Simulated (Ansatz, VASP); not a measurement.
## One calculation of Ta3N, two programs

```
Ta N
1.0
     3.02178    0.00000    0.00000
    -1.51089    2.61694    0.00000
     0.00000    0.00000    7.55758
Ta N
3 1
Direct
  0.00000 0.00000 0.50000
  0.33333 0.66667 0.17360
  0.66667 0.33333 0.82640
  0.00000 0.00000 0.00000
```

Alike in both runs: functional PBE; k mesh 18 × 18 × 6; occupations gaussian, width 0.1 eV; no spin polarisation.

Ansatz relaxed the structure, and its values are those at the end. VASP's run is a single point on that final structure, the one shown.

|  | VASP | Ansatz |
| --- | --- | --- |
| version | VASP 6.6.1 | Ansatz 0.2.0 |
| potentials or method | VASP PAW PBE potentials, release 64 (Ta_pv, N), cutoff 520 eV | scalar-relativistic, plane waves, PAW |
| valence electrons in the cell | 38 | 44 |

Ansatz gave:

| Item | Value |
| --- | --- |
| gap on the k mesh at the Fermi level (eV) | none |
| pressure (GPa) | 0.0 |
| rms of the force components (eV/Å) | 0.000 |

Question: Which values does VASP return?

Answer: gap on the k mesh at the Fermi level (eV): none; pressure (GPa): 0.3; rms of the force components (eV/Å): 0.020.

A gap of «none» marks a metal or a gap that the smearing closes. The functional is the same, so the differences come from potentials, cutoffs and numerics. VASP's potentials hold 38 valence electrons a cell and Ansatz's 44, so a difference there can come from the potentials and not from the codes.

Spin-orbit coupling is off throughout.
